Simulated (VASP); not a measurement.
The system is SiC2.

```
CELL_PARAMETERS angstrom
2.82113 0.00000 0.00000
-1.41056 2.44317 0.00000
0.00000 0.00000 4.85123
ATOMIC_POSITIONS crystal
Si 0.00000 0.00000 0.00000
C 0.33333 0.66667 0.76047
C 0.66667 0.33333 0.23953
```

```yaml
Program: VASP 6.6.1
Task: relaxation of cell and atoms
Functional: PBE
Dispersion: D3(BJ)
Potentials_or_basis: VASP PAW PBE potentials, release 64 (Si, C_h)
Cutoff: 910 eV
k_mesh: 6 × 6 × 4
Occupations: gaussian, width 0.1 eV
Spin: no spin polarisation
```

At the start: pressure -6.9 GPa; volume 11.15 Å³/atom.

Problem. How do energy, volume and symmetry change on relaxing?

Solution. Over 72 steps the energy falls by 1976.1 meV/atom and the volume is 11.44 Å³/atom (+2.7 %); space group P6/mmm (No. 191, to 0.05 Å).

The path:
| step | energy change (eV) | largest force (eV/Å) | pressure (GPa) | volume (Å³) |
| --- | --- | --- | --- | --- |
| 1 | 0.0000 | 0.9150 | -6.94 | 33.44 |
| 3 | -0.7053 | 0.6416 | 12.91 | 29.98 |
| 5 | -0.7870 | 1.3109 | 20.48 | 28.95 |
| 7 | -1.1098 | 1.4346 | 9.01 | 29.39 |
| 9 | -1.1187 | 1.4114 | 5.87 | 29.47 |
| 11 | -1.1773 | 1.0839 | 1.73 | 29.86 |
| 13 | -1.2244 | 0.5507 | -7.66 | 30.73 |
| 15 | -1.3665 | 0.3684 | -6.54 | 28.84 |
| 17 | -1.4903 | 0.9138 | -2.32 | 25.79 |
| 19 | -1.7888 | 0.6447 | 10.48 | 22.89 |
| 21 | -1.8751 | 0.1671 | 2.10 | 23.65 |
| 23 | -1.8790 | 0.2125 | 0.55 | 23.78 |
| 25 | -1.8844 | 0.3100 | -2.64 | 24.05 |
| 27 | -1.9025 | 0.3213 | -1.38 | 23.86 |
| 29 | -1.9559 | 0.0641 | 8.17 | 22.96 |
| 31 | -2.2456 | 0.1497 | 120.16 | 19.12 |
| 33 | -2.5242 | 0.4298 | 80.42 | 20.11 |
| 35 | -2.5342 | 0.3922 | 77.37 | 20.19 |
| 37 | -2.5357 | 0.4035 | 77.97 | 20.18 |
| 39 | -2.5397 | 0.4263 | 80.35 | 20.13 |
| 41 | -2.5631 | 0.3099 | 88.34 | 19.91 |
| 43 | -2.5676 | 0.3344 | 93.51 | 19.80 |
| 45 | -2.6119 | 0.3386 | 94.25 | 19.82 |
| 47 | -2.7753 | 0.2437 | 97.64 | 19.88 |
| 49 | -3.0408 | 0.5829 | 103.86 | 20.06 |
| 51 | -3.2794 | 0.3330 | 95.15 | 20.34 |
| 53 | -4.2862 | 2.1741 | 33.01 | 23.31 |
| 55 | -4.3611 | 3.3638 | 10.32 | 25.04 |
| 57 | -4.4653 | 2.9080 | 11.98 | 25.00 |
| 59 | -5.0104 | 0.8759 | 3.53 | 26.78 |
| 61 | -5.0827 | 0.1256 | -1.40 | 27.60 |
| 63 | -5.3613 | 2.2641 | 13.60 | 28.42 |
| 65 | -5.6044 | 1.6462 | 6.89 | 29.75 |
| 67 | -5.9112 | 0.6424 | -1.80 | 34.83 |
| 69 | -5.9267 | 0.0482 | 0.90 | 34.32 |
| 71 | -5.9279 | 0.0300 | -0.35 | 34.41 |
| 72 | -5.9282 | 0.0123 | -0.27 | 34.33 |

Final structure:
```
CELL_PARAMETERS angstrom
2.46651 0.00000 0.00000
-1.23325 2.13606 0.00000
0.00000 0.00000 6.51678
ATOMIC_POSITIONS crystal
Si 0.00000 0.00000 0.00000
C 0.33333 0.66667 0.49994
C 0.66667 0.33333 0.50006
```

Caveat: the k points lie up to 0.49 Å⁻¹ apart in the final cell; the cutoff is under 1.25 times the usual one of these potentials, so pressure, stress and relaxed cells hold a basis-set (Pulay) error; pairwise dispersion overbinds metals, which lowers pressure and volume.
